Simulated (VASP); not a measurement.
Here is a VASP 6.6.1 calculation.

The input INCAR:

```
SYSTEM = WSe
PREC = Accurate
ENCUT = 520
EDIFF = 1E-6
ISMEAR = 0
SIGMA = 0.1
LREAL = .False.
LASPH = .True.
NELM = 150
ALGO = Normal
ISIF = 2
LWAVE = .False.
LCHARG = .False.
ISPIN = 2
MAGMOM = 1 0
LORBIT = 11
LMAXMIX = 4
LDAU = .True.
LDAUTYPE = 2
LDAUL = 2 -1
LDAUU = 6.2 0
LDAUJ = 0 0
LDAUPRINT = 1
GGA = PE
NBANDS = 21
```

KPOINTS

```
regular mesh
0
Gamma
  12 12 12
  0 0 0
```

The input POSCAR:

```
WSe
1.0
    3.3746749393      0.0000000000      0.0000000000
    0.0000000000      3.3746749393      0.0000000000
    0.0000000000      0.0000000000      3.3746749393
W Se
1 1
Direct
    0.0000000000      0.0000000000      0.0000000000
    0.5000000000      0.5000000000      0.5000000000
```

Potentials or basis: VASP PAW PBE potentials, release 64 (W_sv, Se).

Launch:

```bash
$ cat potpaw_PBE.64/W_sv/POTCAR potpaw_PBE.64/Se/POTCAR > POTCAR
$ mpirun -np 1 vasp_std > vasp.out
```

**Question.** What does it give for the pressure?

**Answer.** -9.9 GPa.

**Question.** Estimate the net moment.

**Answer.** 2.04 μB per cell.

**Question.** What does it give for the band gap on the k mesh?

**Answer.** Zero (filled and empty bands overlap).

Eigenvalues of the final occupation matrices:
```tsv
site	spin	trace	eigenvalues
site 1 d	1	2.53	0.33 0.33 0.62 0.62 0.62
site 1 d	2	0.70	0.06 0.06 0.06 0.25 0.25
```

Caveat: the cell stands under tension; spin-orbit coupling is left out, which moves the levels of the heavy elements.
